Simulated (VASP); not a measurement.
# PbS (P1) in VASP: a series of runs

PbS is run at these levels: PBE+D3(BJ); tasks: single point.

Everything below comes from runs of VASP 6.6.1. Logs are shortened: lines on timing, memory, paths and dates and some standing lists are left out, and cuts for length are marked.

**1. The cell of the first run**

The typed cell holds 16 atoms: a = 8.497 Å, b = 8.497 Å, c = 8.497 Å, α = 60.00°, β = 60.00°, γ = 60.00°.

**2. Single point, PBE+D3(BJ)**

INCAR

```
SYSTEM = PbS
PREC = Accurate
ENCUT = 520
EDIFF = 1E-6
ISMEAR = -1
SIGMA = 0.1034
LREAL = Auto
LASPH = .TRUE.
NELM = 100
ALGO = Normal
ISIF = 2
LWAVE = .FALSE.
LCHARG = .TRUE.
GGA = PE
IVDW = 12
LELF = .TRUE.
LVHAR = .TRUE.
NBANDS = 94
```

KPOINTS

```
Automatic mesh
0
Gamma
  2 2 2
  0.5 0.5 0.5
```

POSCAR

```
PbS
1.0
    6.0080352647      0.0000000000      6.0080352647
    6.0080352647      6.0080352647      0.0000000000
    0.0000000000      6.0080352647      6.0080352647
Pb S
8 8
Direct
   -0.0128134235     -0.0013585972      0.0018427821
    0.0001752653      0.4951966606      0.0008658405
    0.4909624145      0.0018359579      0.0030085542
    0.5048466539      0.4982702944      0.0036380446
   -0.0199661777      0.0116822716      0.4995394281
    0.0081244530      0.4995709692      0.5024013454
    0.5044848052     -0.0082715060      0.4858071518
    0.5178094607      0.5025522266      0.4756304472
    0.2679657208      0.2776703908      0.2173278688
    0.2477806695      0.7232156285      0.2741075788
    0.7926785197      0.2341193815      0.2472125137
    0.7361408189      0.7152880785      0.2456292174
    0.2466880494      0.2345889193      0.7543430257
    0.2004236738      0.7621475738      0.7603015460
    0.7385662375      0.2544555637      0.7506488896
    0.7376776774      0.7796344884      0.7757313822
```

Potentials or basis: VASP PAW PBE potentials, release 64 (Pb_d, S).

On the command line:

```
$ cat potpaw_PBE.64/Pb_d/POTCAR potpaw_PBE.64/S/POTCAR > POTCAR
$ mpirun -np 1 vasp_std > vasp.out
```

OUTCAR:

```text
SYSTEM = PbS
   PREC = Accurate
   ENCUT = 520
   EDIFF = 1E-6
   ISMEAR = -1
   LREAL = Auto
   LASPH = .TRUE.
   NELM = 100
   ISIF = 2
   GGA = PE
   IVDW = 12
 IVDW          = 12

 ion  position               nearest neighbor table
   1  0.987  0.999  0.002-  14 2.88  11 2.92  13 2.98  15 3.00  10 3.20  12 3.22   7 4.11
   2  0.000  0.495  0.001-  12 2.81  14 2.82  11 2.83   9 2.93  16 2.95  13 3.05   8 4.07
   3  0.491  0.002  0.003-  16 2.71  12 2.95   9 2.96  13 2.96  15 3.01  10 3.14   7 4.12   8 4.13

   4  0.505  0.498  0.004-   9 2.75  10 2.98  15 2.99  16 3.11  11 3.20  14 3.30   8 4.09
   5  0.980  0.012  0.500-  11 2.66  16 2.87  14 2.90  15 2.97  10 3.10   9 3.33   8 4.05
   6  0.008  0.500  0.502-  10 2.78  13 2.95   9 3.06  15 3.09  12 3.20  16 3.33
   7  0.504  0.992  0.486-   9 3.05  13 3.07  12 3.12  16 3.18  11 3.20  14 3.22   1 4.11   3 4.12

   8  0.518  0.503  0.476-  12 2.59  10 2.85  15 2.99  11 3.00  13 3.24  14 3.29   5 4.05   2 4.07
                             4 4.09   3 4.13
   9  0.268  0.278  0.217-   4 2.75   2 2.93   3 2.96   7 3.05   6 3.06   5 3.33
  10  0.248  0.723  0.274-   6 2.78   8 2.85   4 2.98   5 3.10   3 3.14   1 3.20
  11  0.793  0.234  0.247-   5 2.66   2 2.83   1 2.92   8 3.00   4 3.20   7 3.20
  12  0.736  0.715  0.246-   8 2.59   2 2.81   3 2.95   7 3.12   6 3.20   1 3.22
  13  0.247  0.235  0.754-   6 2.95   3 2.96   1 2.98   2 3.05   7 3.07   8 3.24
  14  0.200  0.762  0.760-   2 2.82   1 2.88   5 2.90   7 3.22   8 3.29   4 3.30
  15  0.739  0.254  0.751-   5 2.97   8 2.99   4 2.99   1 3.00   3 3.01   6 3.09
  16  0.738  0.780  0.776-   3 2.71   5 2.87   2 2.95   4 3.11   7 3.18   6 3.33

  LATTYP: Found a face centered cubic cell.
 ALAT       =    12.0160705294

  Lattice vectors:

 A1 = (   6.0080352647,   0.0000000000,   6.0080352647)
 A2 = (   6.0080352647,   6.0080352647,   0.0000000000)
 A3 = (   0.0000000000,   6.0080352647,   6.0080352647)

Analysis of symmetry for initial positions (statically):
=====================================================================
 Subroutine PRICEL returns:
 Original cell was already a primitive cell.

 Routine SETGRP: Setting up the symmetry group for a
 face centered cubic supercell.

 Subroutine GETGRP returns: Found  1 space group operations
 (whereof  1 operations were pure point group operations)
 out of a pool of 48 trial point group operations.

The static configuration has the point symmetry C_1 .

Analysis of symmetry for dynamics (positions and initial velocities):
=====================================================================
 Subroutine PRICEL returns:
 Original cell was already a primitive cell.

 Routine SETGRP: Setting up the symmetry group for a
 face centered cubic supercell.

 Subroutine GETGRP returns: Found  1 space group operations
 (whereof  1 operations were pure point group operations)
 out of a pool of 48 trial point group operations.

The dynamic configuration has the point symmetry C_1 .

 Subroutine INISYM returns: Found  1 space group operations
 (whereof  1 operations are pure point group operations),
 and found     1 'primitive' translations

----------------------------------------------------------------------------------------

                                     Primitive cell

  volume of cell :     433.7379

  direct lattice vectors                    reciprocal lattice vectors
     6.008035265  0.000000000  6.008035265     0.083221882 -0.083221882  0.083221882
     6.008035265  6.008035265  0.000000000     0.083221882  0.083221882 -0.083221882
     0.000000000  6.008035265  6.008035265    -0.083221882  0.083221882  0.083221882

  length of vectors
     8.496644955  8.496644955  8.496644955     0.144144527  0.144144527  0.144144527

  position of ions in fractional coordinates (direct lattice)
     0.987186577  0.998641403  0.001842782
     0.000175265  0.495196661  0.000865840
     0.490962414  0.001835958  0.003008554
     0.504846654  0.498270294  0.003638045
     0.980033822  0.011682272  0.499539428
     0.008124453  0.499570969  0.502401345
[... 8 lines left out ...]
     0.738566238  0.254455564  0.750648890
     0.737677677  0.779634488  0.775731382

  ion indices of the primitive-cell ions
   primitive index   ion index
                 1           1
                 2           2
                 3           3
                 4           4
                 5           5
                 6           6
[... 8 lines left out ...]
                15          15
                16          16

----------------------------------------------------------------------------------------

 KPOINTS: Automatic mesh

Automatic generation of k-mesh.
 Grid dimensions read from file:
 generate k-points for:    2    2    2

 Generating k-lattice:

  Cartesian coordinates                     Fractional coordinates (reciprocal lattice)
     0.041610941 -0.041610941  0.041610941     0.500000000  0.000000000  0.000000000
     0.041610941  0.041610941 -0.041610941     0.000000000  0.500000000  0.000000000
    -0.041610941  0.041610941  0.041610941     0.000000000  0.000000000  0.500000000

  Length of vectors
     0.072072264  0.072072264  0.072072264

  Shift w.r.t. Gamma in fractional coordinates (k-lattice)
     0.500000000  0.500000000  0.500000000

 Subroutine IBZKPT returns following result:
 ===========================================

 Found     16 irreducible k-points:

 Following reciprocal coordinates:
            Coordinates               Weight
  0.250000  0.250000  0.250000      2.000000
  0.250000  0.000000  0.000000      2.000000
  0.000000  0.000000 -0.250000      2.000000
  0.000000  0.250000  0.000000      2.000000
 -0.250000  0.250000  0.250000      2.000000
  0.250000 -0.250000  0.250000      2.000000
[... 8 lines left out ...]
  0.000000  0.250000  0.500000      2.000000
  0.500000  0.250000  0.000000      2.000000
   k-points           NKPTS =     16   k-points in BZ     NKDIM =     16   number of bands    NBANDS=     94
   number of dos      NEDOS =    301   number of ions     NIONS =     16
   total plane-waves  NPLWV = 262144
   dimension x,y,z NGX =    64 NGY =   64 NGZ =   64
   dimension x,y,z NGXF=   128 NGYF=  128 NGZF=  128
   ions per type =               8   8
   NGX,Y,Z   is equivalent  to a cutoff of  12.52, 12.52, 12.52 a.u.
   NGXF,Y,Z  is equivalent  to a cutoff of  25.04, 25.04, 25.04 a.u.
 SYSTEM =  PbS
   PREC   = accura    normal or accurate (medium, high low for compatibility)
   ISTART =      0    job   : 0-new  1-cont  2-samecut
   ICHARG =      2    charge: 1-file 2-atom 10-const
   ISPIN  =      1    spin polarized calculation?
   LNONCOLLINEAR =      F non collinear calculations
   LSORBIT =      F    spin-orbit coupling
   LASPH  =      T    aspherical Exc in radial PAW
   ENCUT  =  520.0 eV  38.22 Ry    6.18 a.u.  15.80 15.80 15.80*2*pi/ulx,y,z
   NELM   =    100;   NELMIN=  2; NELMDL= -5     # of ELM steps
   EDIFF  = 0.1E-05   stopping-criterion for ELM
   LREAL  =      T    real-space projection
   EDIFFG = 0.1E-04   stopping-criterion for IOM
   NSW    =      0    number of steps for IOM
   IBRION =     -1    ionic relax: 0-MD 1-quasi-New 2-CG
   NFREE  =      0    steps in history (QN), initial steepest desc. (CG)
   ISIF   =      2    stress and relaxation
   ISYM   =      2    0-nonsym 1-usesym 2-fastsym
   POTIM  = 0.5000    time-step for ionic-motion
   TEBEG  =    0.0;   TEEND  =   0.0 temperature during run
   PSTRESS=    0.0 pullay stress
   NELECT =     160.0000    total number of electrons
   NUPDOWN=      -1.0000    fix difference up-down
   EMIN   =  10.00;   EMAX   =-10.00  energy-range for DOS
   EFERMI =   0.00;   METHOD = LEGACY
   ISMEAR =    -1;   SIGMA  =   0.10  broadening in eV -4-tet -1-fermi 0-gaus
   EFERMI_NEDOS =   21; number of points for ismear=-14 and -15
   IALGO  =     38    algorithm
   IMIX   =      4    mixing-type and parameters
     AMIX     =   0.40;   BMIX     =  1.00
     AMIX_MAG =   1.60;   BMIX_MAG =  1.00
  volume/ion in A,a.u.               =      27.11       182.94
  Fermi-wavevector in a.u.,A,eV,Ry     =   1.174102  2.218730 18.755830  1.378515
  Thomas-Fermi vector in A             =   2.310504
   LORBIT       =      0    0 simple, 1 ext, 2 COOP (PROOUT), +10 PAW based schemes
   GGA     = PE    functional components
   LHFCALC =     F    Hartree Fock is set to
   AEXX    =    0.0000 exact exchange contribution
   IVDW    =    12    specifies the selected vdW correction
   LEPSILON=     F    determine dielectric tensor
   LRPA    =     F    only Hartree local field effects (RPA)
 non-spin polarized calculation
  energy-cutoff  :      520.00
  volume of cell :      433.74
 maximum number of plane-waves:     11689
   NGX = 31   NGY = 31   NGZ = 31

 number of electron     159.9999998 magnetization

 Free energy of the ion-electron system (eV)
  ---------------------------------------------------
  ext. energy  EPLUGINS =         0.00000000
  ---------------------------------------------------
  free energy    TOTEN  =       -69.00434096 eV

  energy without entropy =      -69.00276718  energy(sigma->0) =      -69.00355407

 E-fermi :   5.6118     XC(G=0):  -9.4873

 val. band max:        4.8729632971   @ k =   0.2500   0.2500   0.2500
 cond. band min:       6.2278942954   @ k =   0.2500   0.2500   0.2500
 fundamental gap:      1.3549309983
 Fermi energy:         5.6117774229

 k-point     1 :       0.2500    0.2500    0.2500
  band No.  band energies     occupation
      1     -11.8176      2.00000
      2     -11.8145      2.00000
      3     -11.8083      2.00000
      4     -11.8018      2.00000
      5     -11.7941      2.00000
      6     -11.5814      2.00000
[... 84 lines left out ...]
     91       8.3149      0.00000
     92       8.4228      0.00000

 k-point     2 :       0.2500    0.0000    0.0000
  band No.  band energies     occupation
      1     -11.8172      2.00000
      2     -11.8143      2.00000
      3     -11.8088      2.00000
      4     -11.8015      2.00000
      5     -11.7942      2.00000
      6     -11.5802      2.00000
[... 1319 lines left out ...]
     91       8.4491      0.00000
     92       8.6675      0.00000

 k-point    16 :       0.5000    0.2500    0.0000
  band No.  band energies     occupation
      1     -11.8154      2.00000
      2     -11.8134      2.00000
      3     -11.8074      2.00000
      4     -11.8005      2.00000
      5     -11.7940      2.00000
      6     -11.5746      2.00000
[... 84 lines left out ...]
     91       8.5065      0.00000
     92       8.6400      0.00000
 [bands above 92 left out]

------------------------ aborting loop because EDIFF is reached ----------------------------------------

 Edisp (eV)   -5.39073

 E8    (eV) :    -2.4327

  FORCE on cell =-STRESS in cart. coord.  units (eV):
  Direction    XX          YY          ZZ          XY          YZ          ZX
  --------------------------------------------------------------------------------------
  -------------------------------------------------------------------------------------
  Total       0.91149    -1.38206    -0.96227     0.73264     0.39418    -0.47662
  in kB       3.36694    -5.10516    -3.55452     2.70628     1.45606    -1.76059
  external pressure =       -1.76 kB  Pullay stress =        0.00 kB

 VOLUME and BASIS-vectors are now :
 -----------------------------------------------------------------------------
  energy-cutoff  :      520.00
  volume of cell :      433.74
      direct lattice vectors                 reciprocal lattice vectors
     6.008035265  0.000000000  6.008035265     0.083221882 -0.083221882  0.083221882
     6.008035265  6.008035265  0.000000000     0.083221882  0.083221882 -0.083221882
     0.000000000  6.008035265  6.008035265    -0.083221882  0.083221882  0.083221882

 POSITION                                       TOTAL-FORCE (eV/Angst)
 -----------------------------------------------------------------------------------
     11.93092      6.01094      5.94212         0.333017     -0.438094     -0.054386
      2.97621      2.98036      0.00626         0.420780     -0.387630     -0.089661
      2.96075      0.02911      2.96779         0.065810      0.190801     -0.237426
      6.02676      3.01548      3.05499         0.152026     -0.011638     -0.314862
      5.95827      3.07144      8.88933        -0.039339      0.031574      0.998399
      3.05025      6.01989      3.06726        -0.164824     -0.157592      0.137046
[... 8 lines left out ...]
      5.96611      6.03870      8.94726        -0.108924      0.066585      0.342539
      9.11606      9.34469      9.09261        -0.030900     -1.130373     -0.425979
 -----------------------------------------------------------------------------------
    total drift:                               -0.004250      0.003016     -0.013220

  FREE ENERGIE OF THE ION-ELECTRON SYSTEM (eV)
  ---------------------------------------------------
  free  energy   TOTEN  =       -74.3950673339 eV

  energy  without entropy=      -74.3934935487  energy(sigma->0) =      -74.39428044
```

Wall time 11 min (1 thread of Intel Xeon Platinum 8559C (Emerald Rapids), shared host); peak memory 0.8 GiB.

What came out:

```yaml
Free_energy: -74.3951 eV
Pressure: -0.2 GPa
Largest_force: 1.665 eV/Å
Band_gap_on_the_k_mesh: 1.35 eV
Dispersion_energy_per_atom: -0.337 eV
```

Forces on the atoms (eV/Å):
```
Pb   0.333 -0.438 -0.054
Pb   0.421 -0.388 -0.090
Pb   0.066  0.191 -0.237
Pb   0.152 -0.012 -0.315
Pb  -0.039  0.032  0.998
Pb  -0.165 -0.158  0.137
Pb  -0.232  0.465  0.066
Pb  -1.186  0.287  0.184
S   -0.586  0.574  0.433
S    0.380  0.063 -0.489
S   -0.810  0.326 -1.418
S    1.229  0.672  0.276
S   -0.306 -0.193 -0.273
S    0.883 -0.357  0.866
S   -0.109  0.067  0.343
S   -0.031 -1.130 -0.426
```

Stress tensor (GPa, compression positive):
```
 0.34  0.27 -0.18
 0.27 -0.51  0.15
-0.18  0.15 -0.36
```

Levels at points of the mesh, in eV from the valence-band top:
| k point | band 76 | band 77 | band 78 | band 79 | band 80 | band 81 | band 82 | band 83 | band 84 | band 85 |
| --- | --- | --- | --- | --- | --- | --- | --- | --- | --- | --- |
| (0.25, 0.25, 0.25) | -1.08 | -0.43 | -0.39 | -0.32 | 0.00 | 1.35 | 1.65 | 1.82 | 1.92 | 2.68 |

Caveat: the atoms stand as in a frame of molecular dynamics; spin-orbit coupling is left out, which moves the levels of the heavy elements; a shifted mesh leaves out Γ, where band edges can lie; forces of over 1 eV/Å act on the atoms, so gaps and moduli don't describe the material at rest.

**3. Single point, PBE+D3(BJ)**

INCAR

```
ALGO = Normal
EDIFF = 1E-7
ENCUT = 520
GGA = PE
ISIF = 2
ISMEAR = -1
IVDW = 12
LASPH = True
LCHARG = False
LREAL = Auto
LWAVE = False
NBANDS = 94
NELM = 60
PREC = Accurate
SIGMA = 0.1034
```

KPOINTS is that of step 2.

POSCAR

```
PbS
1.0
    6.0080352647      0.0000000000      6.0080352647
    6.0080352647      6.0080352647      0.0000000000
    0.0000000000      6.0080352647      6.0080352647
Pb S
8 8
Direct
   -0.0361021516      0.0144601348     -0.0080304123
   -0.0032749475      0.5135219525     -0.0112104868
    0.4766802913      0.0024768496      0.0276260030
    0.5154800802      0.5027790895     -0.0006768436
   -0.0219052476      0.0118142615      0.5101342394
    0.0267168871      0.4957728889      0.4938739320
    0.5069304466     -0.0119008955      0.4853360328
    0.5157141001      0.5036103096      0.4681126818
    0.2482760893      0.3388461303      0.2087323800
    0.2552910282      0.7244608775      0.2613219515
    0.7717021115      0.2529212019      0.2533785893
    0.7325120120      0.7212046549      0.2803756845
    0.2537262903      0.2250543548      0.7396157486
    0.2011839057      0.7973193879      0.7530721443
    0.7314352873      0.2317008704      0.7676990558
    0.7498426360      0.7590053652      0.7479228736
```

Potentials or basis: VASP PAW PBE potentials, release 64 (Pb_d, S).

On the command line:

```
$ cat potpaw_PBE.64/Pb_d/POTCAR potpaw_PBE.64/S/POTCAR > POTCAR
$ mpirun -np 1 vasp_std > vasp.out
```

Run time: 12 min. Hardware: 1 thread of Intel Xeon Platinum 8559C (Emerald Rapids), shared host; peak memory 0.78 GiB.

It converged, with:

```yaml
Free_energy: -74.2282 eV
Pressure: 0.0 GPa
Largest_force: 1.795 eV/Å
Band_gap_on_the_k_mesh: 1.26 eV
Dispersion_energy_per_atom: -0.334 eV
```

Forces in eV/Å, atoms in the order of the input:
```
Pb   0.443 -0.140  0.542
Pb   0.186 -0.268  0.088
Pb   0.209 -0.312 -0.479
Pb   0.474 -0.045 -0.167
Pb  -0.186 -0.168  0.292
Pb  -0.383  0.436  0.057
Pb  -0.095  0.742  0.217
Pb  -1.194  0.309  0.260
S   -1.446 -1.000  0.361
S    0.464  0.310 -0.247
S   -0.303  0.079 -0.953
S    1.124 -0.251 -0.329
S   -0.174  0.541  0.242
S    0.289 -0.710  0.727
S    0.086  0.131 -0.171
S    0.506  0.347 -0.440
```

Stress tensor (GPa, compression positive):
```
 0.59  0.47  0.11
 0.47 -0.32  0.05
 0.11  0.05 -0.28
```

Levels at points of the mesh, in eV from the valence-band top:
| k point | band 77 | band 78 | band 79 | band 80 | band 81 | band 82 | band 83 | band 84 |
| --- | --- | --- | --- | --- | --- | --- | --- | --- |
| (0.25, 0.25, 0.25) | -0.52 | -0.37 | -0.22 | -0.02 | 1.40 | 1.56 | 1.88 | 2.03 |

Caveat: the atoms stand as in a frame of molecular dynamics; spin-orbit coupling is left out, which moves the levels of the heavy elements; a shifted mesh leaves out Γ, where band edges can lie; forces of over 1 eV/Å act on the atoms, so gaps and moduli don't describe the material at rest. A k mesh can miss the band edges.

(Part 1 of 2 ends here.)
